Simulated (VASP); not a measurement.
# Pd (Fm-3m) in VASP: a series of runs

Runs on Pd. Level: PBEsol. Tasks: single point.

Everything below comes from runs of VASP 6.6.1. Logs are shortened: lines on timing, memory, paths and dates and some standing lists are left out, and cuts for length are marked.

### Step 1. The cell of the first run

Symmetry: Fm-3m, No. 225, cubic system. Conventional cell: a = 3.877 Å, b = 3.877 Å, c = 3.877 Å, α = 90.00°, β = 90.00°, γ = 90.00°. Pd (site symmetry m-3m) has 12 Pd at 2.74 Å within 3.6 Å.

### Step 2. Single point, PBEsol (volume scaled by 0.99)

Contents of INCAR:

```
PREC = Accurate ; ENCUT = 520
EDIFF = 1E-6 ; ISMEAR = -1
SIGMA = 0.05 ; LREAL = False
LASPH = True ; NELM = 60
ALGO = Normal ; ISIF = 2
LWAVE = False ; LCHARG = False
GGA = PS ; NBANDS = 11
```

Contents of KPOINTS:

```
regular mesh
0
Gamma
  18 18 18
```

Contents of POSCAR:

```
Pd
1.0
    0.0000000000      1.9383952691      1.9383952691
    1.9383952691      0.0000000000      1.9383952691
    1.9383952691      1.9383952691      0.0000000000
Pd
1
Direct
    0.0000000000      0.0000000000      0.0000000000
```

Potentials or basis: VASP PAW PBE potentials, release 64 (Pd).

Run with:

```
> cat potpaw_PBE.64/Pd/POTCAR > POTCAR
> mpirun -np 1 vasp_std > vasp.out
```

OUTCAR:

```text
PREC = Accurate
   ENCUT = 520
   EDIFF = 1E-6
   ISMEAR = -1
   LREAL = False
   LASPH = True
   NELM = 60
   ISIF = 2
   GGA = PS

 ion  position               nearest neighbor table
   1  0.000  0.000  0.000-

  LATTYP: Found a face centered cubic cell.
 ALAT       =     3.8767905382

  Lattice vectors:

 A1 = (   0.0000000000,   1.9383952691,   1.9383952691)
 A2 = (   1.9383952691,   0.0000000000,   1.9383952691)
 A3 = (   1.9383952691,   1.9383952691,   0.0000000000)

Analysis of symmetry for initial positions (statically):
=====================================================================
 Subroutine PRICEL returns:
 Original cell was already a primitive cell.

 Routine SETGRP: Setting up the symmetry group for a
 face centered cubic supercell.

 Subroutine GETGRP returns: Found 48 space group operations
 (whereof 48 operations were pure point group operations)
 out of a pool of 48 trial point group operations.

The static configuration has the point symmetry O_h .

Analysis of symmetry for dynamics (positions and initial velocities):
=====================================================================
 Subroutine PRICEL returns:
 Original cell was already a primitive cell.

 Routine SETGRP: Setting up the symmetry group for a
 face centered cubic supercell.

 Subroutine GETGRP returns: Found 48 space group operations
 (whereof 48 operations were pure point group operations)
 out of a pool of 48 trial point group operations.

The dynamic configuration has the point symmetry O_h .

 Subroutine INISYM returns: Found 48 space group operations
 (whereof 48 operations are pure point group operations),
 and found     1 'primitive' translations

----------------------------------------------------------------------------------------

                                     Primitive cell

  volume of cell :      14.5666

  direct lattice vectors                    reciprocal lattice vectors
     0.000000000  1.938395269  1.938395269    -0.257945326  0.257945326  0.257945326
     1.938395269  0.000000000  1.938395269     0.257945326 -0.257945326  0.257945326
     1.938395269  1.938395269  0.000000000     0.257945326  0.257945326 -0.257945326

  length of vectors
     2.741304879  2.741304879  2.741304879     0.446774411  0.446774411  0.446774411

  position of ions in fractional coordinates (direct lattice)
     0.000000000  0.000000000  0.000000000

  ion indices of the primitive-cell ions
   primitive index   ion index
                 1           1

----------------------------------------------------------------------------------------

 KPOINTS: regular mesh

Automatic generation of k-mesh.
 Grid dimensions read from file:
 generate k-points for:   18   18   18

 Generating k-lattice:

  Cartesian coordinates                     Fractional coordinates (reciprocal lattice)
    -0.014330296  0.014330296  0.014330296     0.055555556  0.000000000  0.000000000
     0.014330296 -0.014330296  0.014330296     0.000000000  0.055555556  0.000000000
     0.014330296  0.014330296 -0.014330296     0.000000000  0.000000000  0.055555556

  Length of vectors
     0.024820801  0.024820801  0.024820801

  Shift w.r.t. Gamma in fractional coordinates (k-lattice)
     0.000000000  0.000000000  0.000000000

 Subroutine IBZKPT returns following result:
 ===========================================

 Found    195 irreducible k-points:

 Following reciprocal coordinates:
            Coordinates               Weight
  0.000000  0.000000  0.000000      1.000000
  0.055556  0.000000  0.000000      8.000000
  0.111111  0.000000  0.000000      8.000000
  0.166667  0.000000  0.000000      8.000000
  0.222222  0.000000  0.000000      8.000000
  0.277778  0.000000  0.000000      8.000000
[... 16 lines left out ...]
 -0.277778  0.055556  0.000000     24.000000
 -0.222222  0.055556  0.000000     24.000000
 [... further k-points ...]
   k-points           NKPTS =    195   k-points in BZ     NKDIM =    195   number of bands    NBANDS=     11
   number of dos      NEDOS =    301   number of ions     NIONS =      1
   total plane-waves  NPLWV =   8000
   dimension x,y,z NGX =    20 NGY =   20 NGZ =   20
   dimension x,y,z NGXF=    40 NGYF=   40 NGZF=   40
   ions per type =               1
   NGX,Y,Z   is equivalent  to a cutoff of  12.13, 12.13, 12.13 a.u.
   NGXF,Y,Z  is equivalent  to a cutoff of  24.26, 24.26, 24.26 a.u.
 SYSTEM =  unknown system
   PREC   = accura    normal or accurate (medium, high low for compatibility)
   ISTART =      0    job   : 0-new  1-cont  2-samecut
   ICHARG =      2    charge: 1-file 2-atom 10-const
   ISPIN  =      1    spin polarized calculation?
   LNONCOLLINEAR =      F non collinear calculations
   LSORBIT =      F    spin-orbit coupling
   LASPH  =      T    aspherical Exc in radial PAW
   ENCUT  =  520.0 eV  38.22 Ry    6.18 a.u.   5.10  5.10  5.10*2*pi/ulx,y,z
   NELM   =     60;   NELMIN=  2; NELMDL= -5     # of ELM steps
   EDIFF  = 0.1E-05   stopping-criterion for ELM
   LREAL  =      F    real-space projection
   EDIFFG = 0.1E-04   stopping-criterion for IOM
   NSW    =      0    number of steps for IOM
   IBRION =     -1    ionic relax: 0-MD 1-quasi-New 2-CG
   NFREE  =      0    steps in history (QN), initial steepest desc. (CG)
   ISIF   =      2    stress and relaxation
   ISYM   =      2    0-nonsym 1-usesym 2-fastsym
   POTIM  = 0.5000    time-step for ionic-motion
   TEBEG  =    0.0;   TEEND  =   0.0 temperature during run
   PSTRESS=    0.0 pullay stress
   NELECT =      10.0000    total number of electrons
   NUPDOWN=      -1.0000    fix difference up-down
   EMIN   =  10.00;   EMAX   =-10.00  energy-range for DOS
   EFERMI =   0.00;   METHOD = LEGACY
   ISMEAR =    -1;   SIGMA  =   0.05  broadening in eV -4-tet -1-fermi 0-gaus
   EFERMI_NEDOS =   21; number of points for ismear=-14 and -15
   IALGO  =     38    algorithm
   IMIX   =      4    mixing-type and parameters
     AMIX     =   0.40;   BMIX     =  1.00
     AMIX_MAG =   1.60;   BMIX_MAG =  1.00
  volume/ion in A,a.u.               =      14.57        98.30
  Fermi-wavevector in a.u.,A,eV,Ry     =   1.444184  2.729112 28.377223  2.085667
  Thomas-Fermi vector in A             =   2.562507
   LORBIT       =      0    0 simple, 1 ext, 2 COOP (PROOUT), +10 PAW based schemes
   GGA     = PS    functional components
   LHFCALC =     F    Hartree Fock is set to
   AEXX    =    0.0000 exact exchange contribution
   IVDW    =     0    specifies the selected vdW correction
   LEPSILON=     F    determine dielectric tensor
   LRPA    =     F    only Hartree local field effects (RPA)
 non-spin polarized calculation
  energy-cutoff  :      520.00
  volume of cell :       14.57
 maximum number of plane-waves:       403
   NGX = 11   NGY = 11   NGZ = 11

 number of electron      10.0000002 magnetization

 Free energy of the ion-electron system (eV)
  ---------------------------------------------------
  ext. energy  EPLUGINS =         0.00000000
  ---------------------------------------------------
  free energy    TOTEN  =        -5.97297905 eV

  energy without entropy =       -5.95512290  energy(sigma->0) =       -5.96405098

 E-fermi :   9.8402     XC(G=0): -13.4582

 val. band max:        9.8371561365   @ k =   0.5000   0.1111   0.0000
 cond. band min:       9.8403823834   @ k =   0.4444   0.1667   0.0000
 fundamental gap:      0.0032262469
 Fermi energy:         9.8401651282

 k-point     1 :       0.0000    0.0000    0.0000
  band No.  band energies     occupation
      1       2.4955      2.00000
      2       6.9216      2.00000
      3       6.9216      2.00000
      4       6.9216      2.00000
      5       8.5879      2.00000
      6       8.5879      2.00000
      7      26.9657      0.00000
      8      31.8074      0.00000
      9      31.8074      0.00000
     10      31.8074      0.00000
     11      35.8859      0.00000

 k-point     2 :       0.0556    0.0000    0.0000
  band No.  band energies     occupation
      1       2.6093      2.00000
      2       6.8798      2.00000
      3       6.9618      2.00000
      4       6.9618      2.00000
      5       8.5681      2.00000
      6       8.5681      2.00000
      7      27.0913      0.00000
      8      31.0455      0.00000
      9      31.9412      0.00000
     10      31.9412      0.00000
     11      35.9326      0.00000

 k-point     3 :       0.1111    0.0000    0.0000
  band No.  band energies     occupation
      1       2.9381      2.00000
      2       6.7754      2.00000
      3       7.0668      2.00000
      4       7.0668      2.00000
      5       8.5264      2.00000
      6       8.5264      2.00000
      7      27.3779      0.00000
      8      29.5022      0.00000
      9      32.3216      0.00000
     10      32.3216      0.00000
     11      35.9625      0.00000

 k-point     4 :       0.1667    0.0000    0.0000
  band No.  band energies     occupation
      1       3.4347      2.00000
      2       6.6761      2.00000
      3       7.1849      2.00000
      4       7.1849      2.00000
      5       8.5192      2.00000
      6       8.5192      2.00000
      7      27.1117      0.00000
      8      28.3003      0.00000
      9      32.8771      0.00000
     10      32.8771      0.00000
     11      36.0356      0.00000
[... 239 lines left out ...]
 k-point    22 :      -0.3333    0.0556    0.0000
  band No.  band energies     occupation
      1       4.5761      2.00000
      2       7.0116      2.00000
      3       7.0971      2.00000
      4       8.0390      2.00000
      5       9.1188      2.00000
      6       9.8490      0.91236
      7      20.7181      0.00000
      8      27.1262      0.00000
      9      31.0089      0.00000
     10      33.0931      0.00000
     11      35.8588      0.00000

 k-point    23 :      -0.2778    0.0556    0.0000
  band No.  band energies     occupation
      1       4.5276      2.00000
      2       7.0650      2.00000
      3       7.2115      2.00000
      4       7.2775      2.00000
      5       8.7537      2.00000
      6       9.3702      1.99983
      7      22.7564      0.00000
      8      27.6453      0.00000
      9      31.6562      0.00000
     10      34.5815      0.00000
     11      35.0099      0.00000

 k-point    24 :      -0.2222    0.0556    0.0000
  band No.  band energies     occupation
      1       4.2333      2.00000
      2       6.6797      2.00000
      3       7.2547      2.00000
      4       7.2914      2.00000
      5       8.4595      2.00000
      6       8.9982      2.00000
      7      24.7995      0.00000
      8      28.0604      0.00000
      9      32.1122      0.00000
     10      34.4558      0.00000
     11      34.8833      0.00000

 [... further k-points ...]
[... 5 lines left out ...]
  --------------------------------------------------------------------------------------
  -------------------------------------------------------------------------------------
  Total       -0.0511422     -0.0511422     -0.0511422      0.0000000      0.0000000      0.0000000
  in kB       -5.6251384     -5.6251384     -5.6251384      0.0000000      0.0000000      0.0000000
  external PRESSURE =      -5.6251384 kB  Pullay stress =       0.0000000 kB

 VOLUME and BASIS-vectors are now :
 -----------------------------------------------------------------------------
  energy-cutoff  :      520.00
  volume of cell :       14.57
      direct lattice vectors                 reciprocal lattice vectors
     0.000000000  1.938395269  1.938395269    -0.257945326  0.257945326  0.257945326
     1.938395269  0.000000000  1.938395269     0.257945326 -0.257945326  0.257945326
     1.938395269  1.938395269  0.000000000     0.257945326  0.257945326 -0.257945326

 POSITION                                       TOTAL-FORCE (eV/Angst)
 -----------------------------------------------------------------------------------
      0.00000      0.00000      0.00000         0.000000      0.000000      0.000000
 -----------------------------------------------------------------------------------
    total drift:                                0.000000      0.000000      0.000000

  FREE ENERGIE OF THE ION-ELECTRON SYSTEM (eV)
  ---------------------------------------------------
  free  energy   TOTEN  =        -5.9729790528 eV

  energy  without entropy=       -5.9551229011  energy(sigma->0) =       -5.96405098
```

Run time: 16 s. Hardware: 1 thread of Intel Xeon 6975P-C, shared host; peak memory 0.15 GiB.

What came out:

- Free energy: -5.9730 eV
- Pressure: -0.6 GPa
- Band gap on the k mesh: zero (band 5 reaches 10.14 eV, above the bottom of band 6 at 8.52 eV)

Caveat: the PAW data sets were made with another functional, which shifts forces and pressure a little.

### Step 3. Single point, PBEsol (volume scaled by 1.02)

Contents of INCAR:

```
  PREC = Accurate
  ENCUT = 520
  EDIFF = 1E-6
  ISMEAR = -1
  SIGMA = 0.05
  LREAL = False
  LASPH = True
  NELM = 100
  ALGO = Normal
  ISIF = 2
  LWAVE = False
  LCHARG = False
  GGA = PS
  NBANDS = 11
```

Contents of KPOINTS:

```
Automatic mesh
0
Gamma
  18 18 18
```

Contents of POSCAR:

```
Pd
1.0
    0.0000000000      1.9577805078      1.9577805078
    1.9577805078      0.0000000000      1.9577805078
    1.9577805078      1.9577805078      0.0000000000
Pd
1
Direct
    0.0000000000      0.0000000000      0.0000000000
```

Potentials or basis: VASP PAW PBE potentials, release 64 (Pd).

Run with:

```
> cat potpaw_PBE.64/Pd/POTCAR > POTCAR
> mpirun -np 1 vasp_std > vasp.out
```

OUTCAR:

```text
PREC = Accurate
   ENCUT = 520
   EDIFF = 1E-6
   ISMEAR = -1
   LREAL = False
   LASPH = True
   NELM = 100
   ISIF = 2
   GGA = PS

 ion  position               nearest neighbor table
   1  0.000  0.000  0.000-

  LATTYP: Found a face centered cubic cell.
 ALAT       =     3.9155610156

  Lattice vectors:

 A1 = (   0.0000000000,   1.9577805078,   1.9577805078)
 A2 = (   1.9577805078,   0.0000000000,   1.9577805078)
 A3 = (   1.9577805078,   1.9577805078,   0.0000000000)

Analysis of symmetry for initial positions (statically):
=====================================================================
 Subroutine PRICEL returns:
 Original cell was already a primitive cell.

 Routine SETGRP: Setting up the symmetry group for a
 face centered cubic supercell.

 Subroutine GETGRP returns: Found 48 space group operations
 (whereof 48 operations were pure point group operations)
 out of a pool of 48 trial point group operations.

The static configuration has the point symmetry O_h .

Analysis of symmetry for dynamics (positions and initial velocities):
[... 156 lines left out ...]

  energy without entropy =       -5.94520413  energy(sigma->0) =       -5.95451115

 E-fermi :   9.3336     XC(G=0): -13.2728

 val. band max:        9.3314754360   @ k =   0.4444   0.1667   0.0000
 cond. band min:       9.3358898615   @ k =  -0.3889   0.3889   0.0556
 fundamental gap:      0.0044144255
 Fermi energy:         9.3336093484

 k-point     1 :       0.0000    0.0000    0.0000
  band No.  band energies     occupation
      1       2.2244      2.00000
      2       6.5533      2.00000
      3       6.5533      2.00000
      4       6.5533      2.00000
      5       8.1403      2.00000
      6       8.1403      2.00000
      7      26.4473      0.00000
      8      31.1178      0.00000
      9      31.1178      0.00000
     10      31.1178      0.00000
     11      35.4697      0.00000
[... 309 lines left out ...]
 k-point    24 :      -0.2222    0.0556    0.0000
  band No.  band energies     occupation
      1       3.9308      2.00000
      2       6.3235      2.00000
      3       6.8730      2.00000
      4       6.9077      2.00000
      5       8.0214      2.00000
      6       8.5333      2.00000
      7      24.0445      0.00000
      8      27.4484      0.00000
      9      31.2471      0.00000
     10      33.6678      0.00000
     11      34.0325      0.00000

 [... further k-points ...]
[... 5 lines left out ...]
  --------------------------------------------------------------------------------------
  -------------------------------------------------------------------------------------
  Total       -0.5724921     -0.5724921     -0.5724921      0.0000000      0.0000000      0.0000000
  in kB      -61.1164467    -61.1164467    -61.1164467      0.0000000      0.0000000      0.0000000
  external PRESSURE =     -61.1164467 kB  Pullay stress =       0.0000000 kB

 VOLUME and BASIS-vectors are now :
 -----------------------------------------------------------------------------
  energy-cutoff  :      520.00
  volume of cell :       15.01
      direct lattice vectors                 reciprocal lattice vectors
     0.000000000  1.957780508  1.957780508    -0.255391244  0.255391244  0.255391244
     1.957780508  0.000000000  1.957780508     0.255391244 -0.255391244  0.255391244
     1.957780508  1.957780508  0.000000000     0.255391244  0.255391244 -0.255391244

 POSITION                                       TOTAL-FORCE (eV/Angst)
 -----------------------------------------------------------------------------------
      0.00000      0.00000      0.00000         0.000000      0.000000     -0.000000
 -----------------------------------------------------------------------------------
    total drift:                               -0.000000      0.000000      0.000000

  FREE ENERGIE OF THE ION-ELECTRON SYSTEM (eV)
  ---------------------------------------------------
  free  energy   TOTEN  =        -5.9638181756 eV

  energy  without entropy=       -5.9452041277  energy(sigma->0) =       -5.95451115
```

OSZICAR:

```text
N       E                     dE             d eps       ncg     rms          rms(c)
DAV:   1     0.418604974930E+02    0.41860E+02   -0.50865E+03  4314   0.847E+02
DAV:   2    -0.579393652765E+01   -0.47654E+02   -0.45984E+02  4837   0.182E+02
DAV:   3    -0.634219605115E+01   -0.54826E+00   -0.54611E+00  5115   0.210E+01
DAV:   4    -0.634473166947E+01   -0.25356E-02   -0.25353E-02  5089   0.150E+00
DAV:   5    -0.634476037326E+01   -0.28704E-04   -0.28705E-04  5601   0.144E-01    0.796E+00
DAV:   6    -0.597815854115E+01    0.36660E+00   -0.15948E+00  5220   0.101E+01    0.350E+00
DAV:   7    -0.596817286425E+01    0.99857E-02   -0.23416E-02  5585   0.996E-01    0.188E+00
DAV:   8    -0.596383200494E+01    0.43409E-02   -0.13103E-03  5263   0.323E-01    0.890E-02
DAV:   9    -0.596381467492E+01    0.17330E-04   -0.91358E-05  5842   0.814E-02    0.152E-02
DAV:  10    -0.596381866194E+01   -0.39870E-05   -0.27424E-06  5322   0.158E-02    0.762E-03
DAV:  11    -0.596381817559E+01    0.48636E-06   -0.37939E-08  3513   0.187E-03
   1 F= -.59638182E+01 E0= -.59545112E+01  d E =-.186140E-01
```

It took 16 s on 1 thread of Intel Xeon 6975P-C, shared host; peak memory 0.16 GiB.

Results:

```
Free energy            : -5.9638 eV
Pressure               : -6.1 GPa
Band gap on the k mesh : zero (band 5 reaches 9.61 eV, above the bottom of band 6 at 8.08 eV)
```

Caveat: the PAW data sets were made with another functional, which shifts forces and pressure a little.

[end of part 1 of 2]
